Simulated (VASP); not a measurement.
Input of a VASP 6.6.1 run:

INCAR

```
SYSTEM = HC20
PREC     = Accurate       ! precision mode
ENCUT    = 520            ! plane-wave cutoff, eV
EDIFF    = 1E-6           ! SCF threshold, eV
ISMEAR   = 0              ! smearing method
SIGMA    = 0.1            ! smearing width, eV
LREAL    = Auto         
LASPH    = .TRUE.         ! aspherical terms in the spheres
NELM     = 60             ! most SCF steps
ALGO     = Normal         ! electronic algorithm
ISIF     = 2              ! what is computed and relaxed
LWAVE    = .FALSE.        ! write WAVECAR
LCHARG   = .TRUE.         ! write CHGCAR
LDIPOL   = .TRUE.       
IDIPOL   = 3            
DIPOL    = 0.5 0.5 0.303
GGA      = PE             ! functional
IVDW     = 12             ! dispersion correction
LELF     = .TRUE.         ! ELF
LVHAR    = .TRUE.       
LVACPOTAV= .TRUE.       
NBANDS   = 56             ! bands
```

KPOINTS

```
regular mesh
0
G
  6 4 1
  0 0 0
```

File POSCAR:

```
HC20
1.0
    4.9292027291      0.0000000000      0.0000000000
    0.0000000000      6.8054113579      0.0000000000
    0.0000000000      0.0000000000     22.2346643469
C H
20 1
Direct
    0.3122885183      0.2500141188      0.1798992752
    0.8122885183      0.2500141188      0.1798992752
    0.0622635010      0.2500141188      0.2119095571
    0.5622635010      0.2500141188      0.2119095571
    0.1871989222      0.7499858812      0.2279080302
    0.6871989222      0.7499858812      0.2279080302
    0.4371739048      0.7499858812      0.2599183120
    0.9371739048      0.7499858812      0.2599183120
    0.0621093260      0.2500141188      0.2759167852
    0.5621093260      0.2500141188      0.2759167852
    0.3120409925      0.2500133946      0.3071026518
    0.8120409925      0.2500133946      0.3071026518
    0.4371093881      0.7499905632      0.3309339292
    0.9371093881      0.7499905632      0.3309339292
    0.1866551682      0.7499900467      0.3565506911
    0.6866551682      0.7499900467      0.3565506911
    0.3119519864      0.2500147752      0.3740490919
    0.8119519864      0.2500147752      0.3740490919
    0.0621664184      0.2500173699      0.4018349100
    0.5621664184      0.2500173699      0.4018349100
    0.3954997517      0.7500173699      0.5142719570
```

Potentials or basis: VASP PAW PBE potentials, release 64 (C, H).

Run with:

```bash
$ cat potpaw_PBE.64/C/POTCAR potpaw_PBE.64/H/POTCAR > POTCAR
$ mpirun -np 1 vasp_std > vasp.out
```

Q: Estimate the band gap on the k mesh.

A: Zero (an odd number of electrons rules out a gap without spin polarisation).

Q: Estimate the dispersion energy per atom.

A: -0.103 eV.

Q: Predict the largest force.

A: 3.404 eV/Å.

Forces on the atoms (eV/Å):
```
C   -0.055  0.000  1.865
C   -0.042  0.000  1.852
C    0.050  0.000 -3.377
C    0.037  0.000 -3.404
C    0.036  0.000  3.204
C    0.095  0.000  3.178
C   -0.032  0.000 -3.095
C   -0.095  0.000 -3.223
C    0.004  0.000  1.466
C   -0.002  0.000  1.472
C   -0.001  0.000  0.050
C    0.002  0.000  0.039
C    0.033  0.000 -0.070
C   -0.023  0.000  0.081
C    0.020  0.000  0.129
C   -0.013  0.000 -0.005
C   -0.001  0.000 -0.013
C    0.005  0.000 -0.012
C    0.014  0.000  0.022
C   -0.017  0.000  0.060
H   -0.014  0.000 -0.216
```

Caveat: an odd number of electrons without spin polarisation forces a metal; a magnetic or distorted state may lie lower.
